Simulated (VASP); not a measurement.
# Ta3N (P-3m1) in VASP: further runs

Ta3N is run at these levels: LDA; tasks: single point, relaxation of cell and atoms.

All numbers are computed with VASP 6.6.1; they aren't measurements. Logs are shortened: lines on timing, memory, paths and dates and some standing lists are left out, and cuts for length are marked.

### 1 The cell of the first run

The structure is trigonal, space group P-3m1 (No. 164). The conventional cell has a = 3.052 Å, b = 3.052 Å, c = 7.574 Å, α = 90.00°, β = 90.00°, γ = 120.00°. Ta (site symmetry 3m) has 3 N at 2.20 Å within 2.9 Å. Ta (site symmetry -3m) has 12 Ta at 3.03 to 3.05 Å and 2 N at 3.79 Å within 4.0 Å. Within 2.9 Å of N (site symmetry -3m) lie 6 Ta at 2.20 Å.

### 2 Single point, LDA

File INCAR:

```
SYSTEM = Ta3N
ALGO = Normal
EDIFF = 1E-6
ENCUT = 700
GGA = CA
GGA_COMPAT = .FALSE.
ISIF = 2
ISMEAR = -1
LASPH = .TRUE.
LCHARG = .FALSE.
LREAL = .FALSE.
LWAVE = .FALSE.
NBANDS = 30
NELM = 120
PREC = Accurate
SIGMA = 0.05
```

File KPOINTS:

```
k-points
0
G
  10 10 4
  0 0 0
```

File POSCAR:

```
Ta3N
1.0
    3.0523055267      0.0000000000      0.0000000000
   -1.5261527634      2.6433741262      0.0000000000
    0.0000000000      0.0000000000      7.5739671740
Ta N
3 1
Direct
    0.6666666667      0.3333333333      0.8260700000
    0.3333333333      0.6666666667      0.1739300000
    0.0000000000      0.0000000000      0.5000000000
    0.0000000000      0.0000000000      0.0000000000
```

Potentials or basis: VASP PAW LDA potentials, release 64 (Ta_sv_GW, N).

Started as:

```
$ cat potpaw_LDA.64/Ta_sv_GW/POTCAR potpaw_LDA.64/N/POTCAR > POTCAR
$ mpirun -np 1 vasp_std > vasp.out
```

OUTCAR:

```text
SYSTEM = Ta3N
   EDIFF = 1E-6
   ENCUT = 700
   GGA = CA
   ISIF = 2
   ISMEAR = -1
   LASPH = .TRUE.
   LREAL = .FALSE.
   NELM = 120
   PREC = Accurate

 ion  position               nearest neighbor table
   1  0.667  0.333  0.826-   4 2.20   4 2.20   4 2.20   3 3.03   3 3.03   3 3.03   2 3.17   2 3.17
                             2 3.17
   2  0.333  0.667  0.174-   4 2.20   4 2.20   4 2.20   3 3.03   3 3.03   3 3.03   1 3.17   1 3.17
                             1 3.17
   3  0.000  0.000  0.500-   1 3.03   2 3.03   2 3.03   1 3.03   1 3.03   2 3.03
   4  0.000  0.000  0.000-   1 2.20   2 2.20   2 2.20   1 2.20   1 2.20   2 2.20

  LATTYP: Found a hexagonal cell.
 ALAT       =     3.0523055267
 C/A-ratio  =     2.4813922157

  Lattice vectors:

 A1 = (   3.0523055267,   0.0000000000,   0.0000000000)
 A2 = (  -1.5261527634,   2.6433741262,   0.0000000000)
 A3 = (   0.0000000000,   0.0000000000,   7.5739671740)

Analysis of symmetry for initial positions (statically):
=====================================================================
 Subroutine PRICEL returns:
 Original cell was already a primitive cell.

 Routine SETGRP: Setting up the symmetry group for a
 hexagonal supercell.

 Subroutine GETGRP returns: Found 12 space group operations
 (whereof 12 operations were pure point group operations)
 out of a pool of 24 trial point group operations.

The static configuration has the point symmetry D_3d.

Analysis of symmetry for dynamics (positions and initial velocities):
=====================================================================
 Subroutine PRICEL returns:
 Original cell was already a primitive cell.

 Routine SETGRP: Setting up the symmetry group for a
 hexagonal supercell.

 Subroutine GETGRP returns: Found 12 space group operations
 (whereof 12 operations were pure point group operations)
 out of a pool of 24 trial point group operations.

The dynamic configuration has the point symmetry D_3d.

 Subroutine INISYM returns: Found 12 space group operations
 (whereof 12 operations are pure point group operations),
 and found     1 'primitive' translations

----------------------------------------------------------------------------------------

                                     Primitive cell

  volume of cell :      61.1097

  direct lattice vectors                    reciprocal lattice vectors
     3.052305527  0.000000000  0.000000000     0.327621200  0.189152188  0.000000000
    -1.526152763  2.643374126  0.000000000     0.000000000  0.378304376  0.000000000
     0.000000000  0.000000000  7.573967174     0.000000000  0.000000000  0.132031203

  length of vectors
     3.052305527  3.052305527  7.573967174     0.378304376  0.378304376  0.132031203

  position of ions in fractional coordinates (direct lattice)
     0.666666667  0.333333333  0.826070000
     0.333333333  0.666666667  0.173930000
     0.000000000  0.000000000  0.500000000
     0.000000000  0.000000000  0.000000000

  ion indices of the primitive-cell ions
   primitive index   ion index
                 1           1
                 2           2
                 3           3
                 4           4

----------------------------------------------------------------------------------------

 KPOINTS: k-points

Automatic generation of k-mesh.
 Grid dimensions read from file:
 generate k-points for:   10   10    4

 Generating k-lattice:

  Cartesian coordinates                     Fractional coordinates (reciprocal lattice)
     0.032762120  0.018915219  0.000000000     0.100000000  0.000000000  0.000000000
     0.000000000  0.037830438  0.000000000     0.000000000  0.100000000  0.000000000
     0.000000000  0.000000000  0.033007801     0.000000000  0.000000000  0.250000000

  Length of vectors
     0.037830438  0.037830438  0.033007801

  Shift w.r.t. Gamma in fractional coordinates (k-lattice)
     0.000000000  0.000000000  0.000000000

 Subroutine IBZKPT returns following result:
 ===========================================

 Found     50 irreducible k-points:

 Following reciprocal coordinates:
            Coordinates               Weight
  0.000000  0.000000  0.000000      1.000000
  0.100000  0.000000  0.000000      6.000000
  0.200000  0.000000  0.000000      6.000000
  0.300000  0.000000  0.000000      6.000000
  0.400000  0.000000  0.000000      6.000000
  0.500000  0.000000  0.000000      3.000000
[... 16 lines left out ...]
  0.000000  0.400000  0.250000      6.000000
  0.500000  0.000000  0.250000      6.000000
 [... further k-points ...]
   k-points           NKPTS =     50   k-points in BZ     NKDIM =     50   number of bands    NBANDS=     30
   number of dos      NEDOS =    301   number of ions     NIONS =      4
   total plane-waves  NPLWV =  54880
   dimension x,y,z NGX =    28 NGY =   28 NGZ =   70
   dimension x,y,z NGXF=    56 NGYF=   56 NGZF=  140
   ions per type =               3   1
   NGX,Y,Z   is equivalent  to a cutoff of  15.25, 15.25, 15.36 a.u.
   NGXF,Y,Z  is equivalent  to a cutoff of  30.50, 30.50, 30.73 a.u.
 SYSTEM =  Ta3N
   PREC   = accura    normal or accurate (medium, high low for compatibility)
   ISTART =      0    job   : 0-new  1-cont  2-samecut
   ICHARG =      2    charge: 1-file 2-atom 10-const
   ISPIN  =      1    spin polarized calculation?
   LNONCOLLINEAR =      F non collinear calculations
   LSORBIT =      F    spin-orbit coupling
   LASPH  =      T    aspherical Exc in radial PAW
   ENCUT  =  700.0 eV  51.45 Ry    7.17 a.u.   6.58  6.58 16.34*2*pi/ulx,y,z
   NELM   =    120;   NELMIN=  2; NELMDL= -5     # of ELM steps
   EDIFF  = 0.1E-05   stopping-criterion for ELM
   LREAL  =      F    real-space projection
[... 7 lines left out ...]
   TEBEG  =    0.0;   TEEND  =   0.0 temperature during run
   PSTRESS=    0.0 pullay stress
   NELECT =      44.0000    total number of electrons
   NUPDOWN=      -1.0000    fix difference up-down
   EMIN   =  10.00;   EMAX   =-10.00  energy-range for DOS
   EFERMI =   0.00;   METHOD = LEGACY
   ISMEAR =    -1;   SIGMA  =   0.05  broadening in eV -4-tet -1-fermi 0-gaus
   EFERMI_NEDOS =   21; number of points for ismear=-14 and -15
   IALGO  =     38    algorithm
   IMIX   =      4    mixing-type and parameters
     AMIX     =   0.40;   BMIX     =  1.00
     AMIX_MAG =   1.60;   BMIX_MAG =  1.00
  volume/ion in A,a.u.               =      15.28       103.10
  Fermi-wavevector in a.u.,A,eV,Ry     =   1.467312  2.772817 29.293391  2.153004
  Thomas-Fermi vector in A             =   2.582945
   LORBIT       =      0    0 simple, 1 ext, 2 COOP (PROOUT), +10 PAW based schemes
   GGA     = CA    functional components
   LHFCALC =     F    Hartree Fock is set to
   AEXX    =    0.0000 exact exchange contribution
   IVDW    =     0    specifies the selected vdW correction
   LEPSILON=     F    determine dielectric tensor
   LRPA    =     F    only Hartree local field effects (RPA)
 non-spin polarized calculation
  energy-cutoff  :      700.00
  volume of cell :       61.11
 maximum number of plane-waves:      2636
 NGX is ok and might be reduce to    28
   NGX = 13   NGY = 13   NGZ = 33

 number of electron      43.9999999 magnetization

 Free energy of the ion-electron system (eV)
  ---------------------------------------------------
  ext. energy  EPLUGINS =         0.00000000
  ---------------------------------------------------
  free energy    TOTEN  =       -57.09894347 eV

  energy without entropy =      -57.07285678  energy(sigma->0) =      -57.08590013

 E-fermi :  10.5884     XC(G=0): -13.1969

 val. band max:       10.5862196653   @ k =   0.4000   0.0000   0.2500
 cond. band min:      10.6010292538   @ k =   0.2000   0.0000   0.2500
 fundamental gap:      0.0148095885
 Fermi energy:        10.5884361266

 k-point     1 :       0.0000    0.0000    0.0000
  band No.  band energies     occupation
      1     -57.4279      2.00000
      2     -57.4033      2.00000
      3     -56.8937      2.00000
      4     -24.4045      2.00000
      5     -24.1368      2.00000
      6     -23.8205      2.00000
[... 22 lines left out ...]
     29      12.7529      0.00000
     30      13.8933      0.00000

 k-point     2 :       0.1000    0.0000    0.0000
  band No.  band energies     occupation
      1     -57.4228      2.00000
      2     -57.3994      2.00000
      3     -56.8896      2.00000
      4     -24.3905      2.00000
      5     -24.1294      2.00000
      6     -23.8882      2.00000
[... 22 lines left out ...]
     29      13.1982      0.00000
     30      14.3368      0.00000

 k-point     3 :       0.2000    0.0000    0.0000
  band No.  band energies     occupation
      1     -57.4095      2.00000
      2     -57.3892      2.00000
      3     -56.8789      2.00000
      4     -24.3614      2.00000
      5     -24.1521      2.00000
      6     -24.0265      2.00000
[... 22 lines left out ...]
     29      13.8887      0.00000
     30      14.7684      0.00000

 k-point     4 :       0.3000    0.0000    0.0000
  band No.  band energies     occupation
      1     -57.3926      2.00000
      2     -57.3771      2.00000
      3     -56.8656      2.00000
      4     -24.3832      2.00000
      5     -24.3128      2.00000
      6     -24.1600      2.00000
[... 22 lines left out ...]
     29      14.4476      0.00000
     30      14.9725      0.00000

 k-point     5 :       0.4000    0.0000    0.0000
  band No.  band energies     occupation
      1     -57.3782      2.00000
      2     -57.3678      2.00000
      3     -56.8548      2.00000
      4     -24.5060      2.00000
      5     -24.4533      2.00000
      6     -24.1882      2.00000
[... 22 lines left out ...]
     29      15.0470      0.00000
     30      15.4218      0.00000
[... 526 lines left out ...]
     29      14.5573      0.00000
     30      15.0989      0.00000

 k-point    22 :       0.4000    0.0000    0.2500
  band No.  band energies     occupation
      1     -57.3782      2.00000
      2     -57.3678      2.00000
      3     -56.8548      2.00000
      4     -24.5113      2.00000
      5     -24.4340      2.00000
      6     -24.1641      2.00000
[... 22 lines left out ...]
     29      14.8147      0.00000
     30      14.8845      0.00000

 k-point    23 :       0.0000    0.4000    0.2500
  band No.  band energies     occupation
      1     -57.3780      2.00000
      2     -57.3680      2.00000
      3     -56.8548      2.00000
      4     -24.5206      2.00000
      5     -24.4419      2.00000
      6     -24.1811      2.00000
[... 22 lines left out ...]
     29      15.0672      0.00000
     30      15.5395      0.00000

 k-point    24 :       0.5000    0.0000    0.2500
  band No.  band energies     occupation
      1     -57.3723      2.00000
      2     -57.3646      2.00000
      3     -56.8507      2.00000
      4     -24.5780      2.00000
      5     -24.4926      2.00000
      6     -24.1650      2.00000
[... 22 lines left out ...]
     29      15.2652      0.00000
     30      15.9737      0.00000

 [... further k-points ...]
[... 5 lines left out ...]
  --------------------------------------------------------------------------------------
  -------------------------------------------------------------------------------------
  Total       -6.5601708     -6.5601708     -6.3594291      0.0000000      0.0000000      0.0000000
  in kB     -171.9949408   -171.9949408   -166.7318832      0.0000000      0.0000000      0.0000000
  external PRESSURE =    -170.2405883 kB  Pullay stress =       0.0000000 kB

 VOLUME and BASIS-vectors are now :
 -----------------------------------------------------------------------------
  energy-cutoff  :      700.00
  volume of cell :       61.11
      direct lattice vectors                 reciprocal lattice vectors
     3.052305527  0.000000000  0.000000000     0.327621200  0.189152188  0.000000000
    -1.526152763  2.643374126  0.000000000     0.000000000  0.378304376  0.000000000
     0.000000000  0.000000000  7.573967174     0.000000000  0.000000000  0.132031203

 POSITION                                       TOTAL-FORCE (eV/Angst)
 -----------------------------------------------------------------------------------
      1.52615      0.88112      6.25663         0.000000     -0.000000      0.611089
     -0.00000      1.76225      1.31734        -0.000000      0.000000     -0.611089
      0.00000      0.00000      3.78698        -0.000000      0.000000      0.000000
      0.00000      0.00000      0.00000        -0.000000      0.000000      0.000000
 -----------------------------------------------------------------------------------
    total drift:                                0.000000     -0.000000     -0.000000

  FREE ENERGIE OF THE ION-ELECTRON SYSTEM (eV)
  ---------------------------------------------------
  free  energy   TOTEN  =       -57.0989434728 eV

  energy  without entropy=      -57.0728567829  energy(sigma->0) =      -57.08590013
```

It took 2.5 min on 1 thread of AMD EPYC 7R13 (Zen 3), shared host; peak memory 0.24 GiB.

What came out:

```
Free energy            : -57.0989 eV
Pressure               : -17.0 GPa
Largest force          : 0.611 eV/Å
Band gap on the k mesh : zero (bands 22 and 23 overlap by 0.64 eV)
```

Forces on the atoms (eV/Å):
```
Ta   0.000  0.000  0.611
Ta   0.000  0.000 -0.611
Ta   0.000  0.000  0.000
N    0.000  0.000  0.000
```

Levels at points of the mesh, in eV from the Fermi level:
```csv
k point,band 20,band 21,band 22,band 23,band 24,band 25
"(0.00, 0.00, 0.00)",-0.49,-0.49,-0.32,0.23,0.23,0.92
"(0.50, 0.00, 0.00)",-1.08,-0.49,0.19,0.64,0.90,3.36
"(0.00, 0.00, 0.50)",-1.09,-0.27,-0.27,0.50,0.50,1.18
"(0.50, 0.00, 0.50)",-1.23,-1.21,0.19,0.92,1.18,2.31
```

Caveat: the cell stands under tension; spin-orbit coupling is left out, which moves the levels of the heavy elements.

### 3 Single point, LDA

This run uses another cell than the first one, of 14.08 Å³/atom.

File INCAR:

```
SYSTEM = Ta3N
ALGO     = Normal         ! electronic algorithm
EDIFF    = 1E-6           ! SCF threshold, eV
ENCUT    = 700            ! plane-wave cutoff, eV
GGA_COMPAT= .FALSE.      
ISIF     = 2              ! what is computed and relaxed
ISMEAR   = -1             ! smearing method
LASPH    = .TRUE.         ! aspherical terms in the spheres
LCHARG   = .FALSE.        ! write CHGCAR
LREAL    = .FALSE.        ! projectors in reciprocal space
LWAVE    = .FALSE.        ! write WAVECAR
NBANDS   = 30             ! bands
NELM     = 120            ! most SCF steps
PREC     = Accurate       ! precision mode
SIGMA    = 0.05           ! smearing width, eV
```

KPOINTS is that of step 2.

File POSCAR:

```
Ta3N
1.0
    2.9703244971      0.0000000000      0.0000000000
   -1.4851622486      2.5723764720      0.0000000000
    0.0000000000      0.0000000000      7.3705400853
Ta N
3 1
Direct
    0.6666666667      0.3333333333      0.8260700000
    0.3333333333      0.6666666667      0.1739300000
    0.0000000000      0.0000000000      0.5000000000
    0.0000000000      0.0000000000      0.0000000000
```

Potentials or basis: VASP PAW LDA potentials, release 64 (Ta_sv_GW, N).

Started as:

```
$ cat potpaw_LDA.64/Ta_sv_GW/POTCAR potpaw_LDA.64/N/POTCAR > POTCAR
$ mpirun -np 1 vasp_std > vasp.out
```

It took 81 s on 1 thread of AMD EPYC 9R45 (Zen 5), shared host; peak memory 0.23 GiB.

Results (log left out):

```yaml
Free_energy: -57.3219 eV
Pressure: 3.1 GPa
Largest_force: 0.060 eV/Å
Band_gap_on_the_k_mesh: zero (bands 22 and 23 overlap by 0.82 eV)
```

Forces in eV/Å, atoms in the order of the input:
```
Ta   0.000  0.000  0.060
Ta   0.000  0.000 -0.060
Ta   0.000  0.000  0.000
N    0.000  0.000  0.000
```

Stress tensor (GPa, compression positive):
```
2.66 0.00 0.00
0.00 2.66 0.00
0.00 0.00 4.04
```

Levels at points of the mesh, in eV from the Fermi level:
```csv
k point,band 20,band 21,band 22,band 23,band 24,band 25
"(0.00, 0.00, 0.00)",-0.58,-0.58,-0.39,0.21,0.21,0.97
"(0.50, 0.00, 0.00)",-1.05,-0.53,0.23,0.66,1.14,3.73
"(0.00, 0.00, 0.50)",-1.16,-0.35,-0.35,0.51,0.51,1.27
"(0.50, 0.00, 0.50)",-1.32,-1.18,0.34,1.05,1.28,2.54
```

Caveat: the cell stands under pressure; spin-orbit coupling is left out, which moves the levels of the heavy elements.

### 4 Single point, LDA

This run uses another cell than the first one, of 15.88 Å³/atom.

File INCAR:

```
SYSTEM = Ta3N
PREC = Accurate ; ENCUT = 700
EDIFF = 1E-6 ; ISMEAR = -1
SIGMA = 0.05 ; LREAL = .FALSE.
LASPH = .TRUE. ; NELM = 120
ALGO = Normal ; ISIF = 2
LWAVE = .FALSE. ; LCHARG = .FALSE.
NBANDS = 30 ; GGA_COMPAT = .FALSE.
```

File KPOINTS:

```
Automatic mesh
0
G
  10 10 4
  0 0 0
```

File POSCAR:

```
Ta3N
1.0
    3.0916944585      0.0000000000      0.0000000000
   -1.5458472293      2.6774859418      0.0000000000
    0.0000000000      0.0000000000      7.6717065629
Ta N
3 1
Direct
    0.6666666667      0.3333333333      0.8260700000
    0.3333333333      0.6666666667      0.1739300000
    0.0000000000      0.0000000000      0.5000000000
    0.0000000000      0.0000000000      0.0000000000
```

Started as:

```
$ cat potpaw_LDA.64/Ta_sv_GW/POTCAR potpaw_LDA.64/N/POTCAR > POTCAR
$ mpirun -np 1 vasp_std > vasp.out
```

It took 2.2 min on 1 thread of Intel Xeon Platinum 8375C at 2.90GHz (Ice Lake), shared host; peak memory 0.27 GiB.

It converged, with:

| Quantity | Value |
| --- | --- |
| Free energy | -56.7915 eV |
| Pressure | -24.2 GPa |
| Largest force | 0.811 eV/Å |
| Band gap on the k mesh | zero (bands 22 and 23 overlap by 0.59 eV) |

Forces on the atoms (eV/Å):
```
Ta   0.000  0.000  0.811
Ta   0.000  0.000 -0.811
Ta   0.000  0.000  0.000
N    0.000  0.000  0.000
```

Stress tensor (GPa, compression positive):
```
-24.31   0.00   0.00
  0.00 -24.31   0.00
  0.00   0.00 -24.09
```

Levels at points of the mesh, in eV from the Fermi level:
| k point | band 18 | band 19 | band 20 | band 21 | band 22 | band 23 | band 24 | band 25 | band 26 | band 27 |
| --- | --- | --- | --- | --- | --- | --- | --- | --- | --- | --- |
| (0.00, 0.00, 0.00) | -3.35 | -1.32 | -0.45 | -0.45 | -0.29 | 0.24 | 0.24 | 0.89 | 1.69 | 1.69 |
| (0.50, 0.00, 0.00) | -3.52 | -2.91 | -1.09 | -0.47 | 0.17 | 0.62 | 0.81 | 3.20 | 3.67 | 3.97 |
| (0.00, 0.00, 0.50) | -3.61 | -1.15 | -1.05 | -0.25 | -0.25 | 0.48 | 0.48 | 1.14 | 1.16 | 1.16 |
| (0.50, 0.00, 0.50) | -3.48 | -2.69 | -1.24 | -1.16 | 0.13 | 0.86 | 1.13 | 2.20 | 4.03 | 4.07 |

Caveat: the cell stands under tension; spin-orbit coupling is left out, which moves the levels of the heavy elements.

(Part 1 of 2 ends here.)

The gap in the log of VASP goes by the Fermi energy; the results here count the filled bands.